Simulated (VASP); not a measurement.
# WC (Fm-3m) in VASP: single point with PBE

Aim: the single point of WC with PBE.

Everything below comes from runs of VASP 6.6.1. Logs are shortened: lines on timing, memory, paths and dates and some standing lists are left out, and cuts for length are marked.

## 1. The cell of the first run

The structure is cubic, space group Fm-3m (No. 225). The conventional cell has a = 4.380 Å, b = 4.380 Å, c = 4.380 Å, α = 90.00°, β = 90.00°, γ = 90.00°. W (site symmetry m-3m) has 6 C at 2.19 Å within 2.9 Å. C (site symmetry m-3m) has 6 W at 2.19 Å within 2.9 Å.

## 2. Single point, PBE

File INCAR:

```
  PREC = Accurate
  ENCUT = 520
  EDIFF = 1E-6
  ISMEAR = 0
  SIGMA = 0.15
  LREAL = F
  LASPH = T
  NELM = 100
  ALGO = Normal
  ISIF = 2
  LWAVE = F
  LCHARG = T
  GGA = PE
  LELF = T
  LVHAR = T
  NBANDS = 46
```

File KPOINTS:

```
Automatic mesh
0
Gamma
  19 19 7
```

File POSCAR:

```
WC
1.0
   -2.1900108576     -2.1900108576      0.0000000000
    2.1900108576     -2.1900108576      0.0000000000
    0.0000000000      0.0000000000      8.7600434303
W C
4 4
Direct
    0.5000000000      0.5000000000      0.2500000000
    0.0000000000      0.0000000000      0.5000000000
    0.5000000000      0.5000000000      0.7500000000
    0.0000000000      0.0000000000      0.0000000000
    0.0000000000      0.0000000000      0.2500000000
    0.5000000000      0.5000000000      0.5000000000
    0.0000000000      0.0000000000      0.7500000000
    0.5000000000      0.5000000000      0.0000000000
```

Potentials or basis: VASP PAW PBE potentials, release 64 (W_sv, C).

Launch:

```sh
$ cat potpaw_PBE.64/W_sv/POTCAR potpaw_PBE.64/C/POTCAR > POTCAR
$ mpirun -np 1 vasp_std > vasp.out
```

OUTCAR:

```text
PREC = Accurate
   ENCUT = 520
   EDIFF = 1E-6
   ISMEAR = 0
   LREAL = F
   LASPH = T
   NELM = 100
   ISIF = 2
   GGA = PE

 ion  position               nearest neighbor table
   1  0.500  0.500  0.250-   6 2.19   8 2.19   5 2.19   5 2.19   5 2.19   5 2.19   4 3.10   4 3.10
                             2 3.10   4 3.10   2 3.10   2 3.10   4 3.10   2 3.10
   2  0.000  0.000  0.500-   5 2.19   7 2.19   6 2.19   6 2.19   6 2.19   6 2.19   3 3.10   3 3.10
                             1 3.10   3 3.10   1 3.10   1 3.10   3 3.10   1 3.10
   3  0.500  0.500  0.750-   6 2.19   8 2.19   7 2.19   7 2.19   7 2.19   7 2.19   4 3.10   4 3.10
                             2 3.10   4 3.10   2 3.10   2 3.10   4 3.10   2 3.10
   4  0.000  0.000  0.000-   5 2.19   7 2.19   8 2.19   8 2.19   8 2.19   8 2.19   3 3.10   3 3.10
                             1 3.10   3 3.10   1 3.10   1 3.10   3 3.10   1 3.10
   5  0.000  0.000  0.250-   2 2.19   4 2.19   1 2.19   1 2.19   1 2.19   1 2.19
   6  0.500  0.500  0.500-   1 2.19   3 2.19   2 2.19   2 2.19   2 2.19   2 2.19
   7  0.000  0.000  0.750-   2 2.19   4 2.19   3 2.19   3 2.19   3 2.19   3 2.19
   8  0.500  0.500  0.000-   1 2.19   3 2.19   4 2.19   4 2.19   4 2.19   4 2.19

  LATTYP: Found a simple tetragonal cell.
 ALAT       =     3.0971430566
 C/A-ratio  =     2.8284271247

  Lattice vectors:

 A1 = (  -2.1900108576,  -2.1900108576,   0.0000000000)
 A2 = (   2.1900108576,  -2.1900108576,   0.0000000000)
 A3 = (   0.0000000000,   0.0000000000,   8.7600434303)

Analysis of symmetry for initial positions (statically):
=====================================================================
 Subroutine PRICEL returns following result:

  LATTYP: Found a face centered cubic cell.
 ALAT       =     4.3800217152

  Lattice vectors:

 A1 = (   0.0000000000,   2.1900108576,  -2.1900108576)
 A2 = (  -2.1900108576,   0.0000000000,  -2.1900108576)
 A3 = (  -2.1900108576,   2.1900108576,  -0.0000000000)

   4 primitive cells build up your supercell.

 Routine SETGRP: Setting up the symmetry group for a
 simple tetragonal supercell.

 Subroutine GETGRP returns: Found 16 space group operations
 (whereof 16 operations were pure point group operations)
 out of a pool of 16 trial point group operations.

The static configuration has the point symmetry D_4h.

Analysis of symmetry for dynamics (positions and initial velocities):
=====================================================================
 Subroutine PRICEL returns following result:

  LATTYP: Found a face centered cubic cell.
 ALAT       =     4.3800217152

  Lattice vectors:

 A1 = (   0.0000000000,   2.1900108576,  -2.1900108576)
 A2 = (  -2.1900108576,   0.0000000000,  -2.1900108576)
 A3 = (  -2.1900108576,   2.1900108576,  -0.0000000000)

   4 primitive cells build up your supercell.

 Routine SETGRP: Setting up the symmetry group for a
 simple tetragonal supercell.

 Subroutine GETGRP returns: Found 16 space group operations
 (whereof 16 operations were pure point group operations)
 out of a pool of 16 trial point group operations.

The dynamic configuration has the point symmetry D_4h.

 Subroutine INISYM returns: Found 16 space group operations
 (whereof 16 operations are pure point group operations),
 and found     4 'primitive' translations

----------------------------------------------------------------------------------------

                                     Primitive cell

  volume of cell :      21.0072

  direct lattice vectors                    reciprocal lattice vectors
     0.000000000  2.190010858 -2.190010858     0.228309370  0.228309370 -0.228309370
    -2.190010858  0.000000000 -2.190010858    -0.228309370 -0.228309370 -0.228309370
    -2.190010858  2.190010858 -0.000000000    -0.228309370  0.228309370  0.228309370

  length of vectors
     3.097143057  3.097143057  3.097143057     0.395443429  0.395443429  0.395443429

  position of ions in fractional coordinates (direct lattice)
     0.000000000  0.000000000  1.000000000
     0.500000000  0.500000000  0.500000000

  ion indices of the primitive-cell ions
   primitive index   ion index
                 1           1
                 2           8

----------------------------------------------------------------------------------------

 KPOINTS: Automatic mesh

Automatic generation of k-mesh.
 Grid dimensions read from file:
 generate k-points for:   19   19    7

 Generating k-lattice:

  Cartesian coordinates                     Fractional coordinates (reciprocal lattice)
    -0.012016283 -0.012016283  0.000000000     0.052631579  0.000000000  0.000000000
     0.012016283 -0.012016283  0.000000000     0.000000000  0.052631579  0.000000000
     0.000000000  0.000000000  0.016307812     0.000000000  0.000000000  0.142857143

  Length of vectors
     0.016993590  0.016993590  0.016307812

  Shift w.r.t. Gamma in fractional coordinates (k-lattice)
     0.000000000  0.000000000  0.000000000

 Subroutine IBZKPT returns following result:
 ===========================================

 Found    220 irreducible k-points:

 Following reciprocal coordinates:
            Coordinates               Weight
  0.000000  0.000000  0.000000      1.000000
  0.052632  0.000000  0.000000      4.000000
  0.105263  0.000000  0.000000      4.000000
  0.157895  0.000000  0.000000      4.000000
  0.210526  0.000000  0.000000      4.000000
  0.263158  0.000000  0.000000      4.000000
[... 16 lines left out ...]
  0.263158  0.105263  0.000000      8.000000
  0.315789  0.105263  0.000000      8.000000
 [... further k-points ...]
   k-points           NKPTS =    220   k-points in BZ     NKDIM =    220   number of bands    NBANDS=     46
   number of dos      NEDOS =    301   number of ions     NIONS =      8
   total plane-waves  NPLWV =  40320
   dimension x,y,z NGX =    24 NGY =   24 NGZ =   70
   dimension x,y,z NGXF=    48 NGYF=   48 NGZF=  140
   ions per type =               4   4
   NGX,Y,Z   is equivalent  to a cutoff of  12.88, 12.88, 13.28 a.u.
   NGXF,Y,Z  is equivalent  to a cutoff of  25.77, 25.77, 26.57 a.u.
 SYSTEM =  unknown system
   PREC   = accura    normal or accurate (medium, high low for compatibility)
   ISTART =      0    job   : 0-new  1-cont  2-samecut
   ICHARG =      2    charge: 1-file 2-atom 10-const
   ISPIN  =      1    spin polarized calculation?
   LNONCOLLINEAR =      F non collinear calculations
   LSORBIT =      F    spin-orbit coupling
   LASPH  =      T    aspherical Exc in radial PAW
   ENCUT  =  520.0 eV  38.22 Ry    6.18 a.u.   5.76  5.76 16.29*2*pi/ulx,y,z
   NELM   =    100;   NELMIN=  2; NELMDL= -5     # of ELM steps
   EDIFF  = 0.1E-05   stopping-criterion for ELM
   LREAL  =      F    real-space projection
   EDIFFG = 0.1E-04   stopping-criterion for IOM
   NSW    =      0    number of steps for IOM
   IBRION =     -1    ionic relax: 0-MD 1-quasi-New 2-CG
   NFREE  =      0    steps in history (QN), initial steepest desc. (CG)
   ISIF   =      2    stress and relaxation
   ISYM   =      2    0-nonsym 1-usesym 2-fastsym
   POTIM  = 0.5000    time-step for ionic-motion
   TEBEG  =    0.0;   TEEND  =   0.0 temperature during run
   PSTRESS=    0.0 pullay stress
   NELECT =      72.0000    total number of electrons
   NUPDOWN=      -1.0000    fix difference up-down
   EMIN   =  10.00;   EMAX   =-10.00  energy-range for DOS
   EFERMI =   0.00;   METHOD = LEGACY
   ISMEAR =     0;   SIGMA  =   0.15  broadening in eV -4-tet -1-fermi 0-gaus
   EFERMI_NEDOS =   21; number of points for ismear=-14 and -15
   IALGO  =     38    algorithm
   IMIX   =      4    mixing-type and parameters
     AMIX     =   0.40;   BMIX     =  1.00
     AMIX_MAG =   1.60;   BMIX_MAG =  1.00
  volume/ion in A,a.u.               =      10.50        70.88
  Fermi-wavevector in a.u.,A,eV,Ry     =   1.554925  2.938382 32.896047  2.417791
  Thomas-Fermi vector in A             =   2.658940
   LORBIT       =      0    0 simple, 1 ext, 2 COOP (PROOUT), +10 PAW based schemes
   GGA     = PE    functional components
   LHFCALC =     F    Hartree Fock is set to
   AEXX    =    0.0000 exact exchange contribution
   IVDW    =     0    specifies the selected vdW correction
   LEPSILON=     F    determine dielectric tensor
   LRPA    =     F    only Hartree local field effects (RPA)
 non-spin polarized calculation
 Gauss-broadening in eV      SIGMA  =   0.15
  energy-cutoff  :      520.00
  volume of cell :       84.03
 maximum number of plane-waves:      2282
 NGX is ok and might be reduce to    24
   NGX = 11   NGY = 11   NGZ = 33

 number of electron      72.0000011 magnetization

 Free energy of the ion-electron system (eV)
  ---------------------------------------------------
  ext. energy  EPLUGINS =         0.00000000
  ---------------------------------------------------
  free energy    TOTEN  =       -86.23842708 eV

  energy without entropy =      -86.19237831  energy(sigma->0) =      -86.21540269

 E-fermi :  12.4530     XC(G=0): -13.7357

 val. band max:       12.4522512434   @ k =   0.3684   0.0526   0.1429
 cond. band min:      12.4573518750   @ k =   0.4211   0.0000   0.4286
 fundamental gap:      0.0051006316
 Fermi energy:        12.4530033100

 k-point     1 :       0.0000    0.0000    0.0000
  band No.  band energies     occupation
      1     -62.9821      2.00000
      2     -62.9572      2.00000
      3     -62.9572      2.00000
      4     -62.9322      2.00000
      5     -27.5064      2.00000
      6     -27.2517      2.00000
[... 38 lines left out ...]
     45      14.3964      0.00000
     46      14.3964      0.00000

 k-point     2 :       0.0526    0.0000    0.0000
  band No.  band energies     occupation
      1     -62.9814      2.00000
      2     -62.9568      2.00000
      3     -62.9568      2.00000
      4     -62.9322      2.00000
      5     -27.5021      2.00000
      6     -27.2609      2.00000
[... 1070 lines left out ...]
 k-point    24 :       0.3158    0.1053    0.0000
  band No.  band energies     occupation
      1     -62.9600      2.00000
      2     -62.9471      2.00000
      3     -62.9471      2.00000
      4     -62.9341      2.00000
      5     -27.4634      2.00000
      6     -27.4634      2.00000
[... 38 lines left out ...]
     45      14.9389      0.00000
     46      16.7545      0.00000

 [... further k-points ...]

------------------------ aborting loop because EDIFF is reached ----------------------------------------

  FORCE on cell =-STRESS in cart. coord.  units (eV):
  Direction    XX          YY          ZZ          XY          YZ          ZX
  --------------------------------------------------------------------------------------
  -------------------------------------------------------------------------------------
  Total        0.4589053      0.4589053      0.5393783      0.0000000     -0.0000000     -0.0000000
  in kB        8.7499353      8.7499353     10.2843124      0.0000000     -0.0000000     -0.0000000
  external PRESSURE =       9.2613943 kB  Pullay stress =       0.0000000 kB

 VOLUME and BASIS-vectors are now :
 -----------------------------------------------------------------------------
  energy-cutoff  :      520.00
  volume of cell :       84.03
      direct lattice vectors                 reciprocal lattice vectors
    -2.190010858 -2.190010858  0.000000000    -0.228309370 -0.228309370  0.000000000
     2.190010858 -2.190010858  0.000000000     0.228309370 -0.228309370  0.000000000
     0.000000000  0.000000000  8.760043430     0.000000000  0.000000000  0.114154685

 POSITION                                       TOTAL-FORCE (eV/Angst)
 -----------------------------------------------------------------------------------
      0.00000     -2.19001      2.19001        -0.000000      0.000000      0.000000
      0.00000      0.00000      4.38002         0.000000      0.000000     -0.000000
      0.00000     -2.19001      6.57003        -0.000000     -0.000000     -0.000000
      0.00000      0.00000      0.00000        -0.000000      0.000000     -0.000000
      0.00000      0.00000      2.19001        -0.000000      0.000000     -0.000000
      0.00000     -2.19001      4.38002         0.000000     -0.000000     -0.000000
      0.00000      0.00000      6.57003        -0.000000      0.000000     -0.000000
      0.00000     -2.19001      0.00000         0.000000     -0.000000     -0.000000
 -----------------------------------------------------------------------------------
    total drift:                               -0.000000      0.000000      0.000000

  FREE ENERGIE OF THE ION-ELECTRON SYSTEM (eV)
  ---------------------------------------------------
  free  energy   TOTEN  =       -86.2384270802 eV

  energy  without entropy=      -86.1923783094  energy(sigma->0) =      -86.21540269
```

Wall time 5.2 min (1 thread of Intel Xeon 6975P-C (Granite Rapids), shared host); peak memory 0.65 GiB.

What came out:

```
Free energy            : -86.2384 eV
Pressure               : 0.9 GPa
Band gap on the k mesh : zero (bands 36 and 37 overlap by 2.96 eV)
```

Levels at points of the mesh, in eV from the Fermi level:
| k point | band 34 | band 35 | band 36 | band 37 | band 38 | band 39 |
| --- | --- | --- | --- | --- | --- | --- |
| (0.00, 0.00, 0.00) | -2.50 | -2.50 | -1.07 | -1.07 | -1.07 | -0.96 |

Caveat: spin-orbit coupling is left out, which moves the levels of the heavy elements.
